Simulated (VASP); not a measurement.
Write the native input for VASP 6.6.1 that does the following.

* Task: single point
* Functional: PBE
* Dispersion: D3(BJ)
* Potentials or basis: VASP PAW PBE potentials, release 64 (Li_sv, Se)
* Cutoff: 750 eV
* k mesh: 8 × 8 × 8
* Occupations: gaussian, width 0.05 eV
* Spin: no spin polarisation
* Dipole correction: no
* Further INCAR settings: ALGO = Normal; EDIFF = 1e-06; NBANDS = 13

The structure of Li2Se lies in POSCAR:

```
Li2Se
1.0
    0.0000000000      2.9180909326      2.9180909326
    2.9180909326      0.0000000000      2.9180909326
    2.9180909326      2.9180909326      0.0000000000
Li Se
2 1
Direct
    0.2500000000      0.2500000000      0.2500000000
    0.7500000000      0.7500000000      0.7500000000
    0.0000000000      0.0000000000      0.0000000000
```

This cell differs from its parent crystal: volume scaled by 0.98.

The input as run:

INCAR

```
SYSTEM = Li2Se
ALGO = Normal ; EDIFF = 1E-6
ENCUT = 750 ; GGA = PE
GGA_COMPAT = .False. ; ISIF = 2
ISMEAR = 0 ; IVDW = 12
LASPH = .True. ; LCHARG = .True.
LELF = .True. ; LREAL = .False.
LVHAR = .True. ; LWAVE = .False.
NBANDS = 13 ; NELM = 120
PREC = Accurate ; SIGMA = 0.05
```

KPOINTS

```
k-points
0
Gamma
  8 8 8
  0 0 0
```

Potentials or basis: VASP PAW PBE potentials, release 64 (Li_sv, Se).

Command:

```sh
$ cat potpaw_PBE.64/Li_sv/POTCAR potpaw_PBE.64/Se/POTCAR > POTCAR
$ mpirun -np 1 vasp_std > vasp.out
```

Results of the run:

```yaml
Pressure: 0.4 GPa
Band_gap_on_the_k_mesh: 2.90 eV, indirect (least direct gap 3.76 eV)
Dispersion_energy_per_atom: -0.287 eV
```

Caveat: three body term missing.

It took 52 s on 1 thread of Intel(R) Xeon(R) Platinum 8259CL CPU @ 2.50GHz (Skylake/Cascade Lake), with other jobs on the host, peak memory 0.26 GiB.
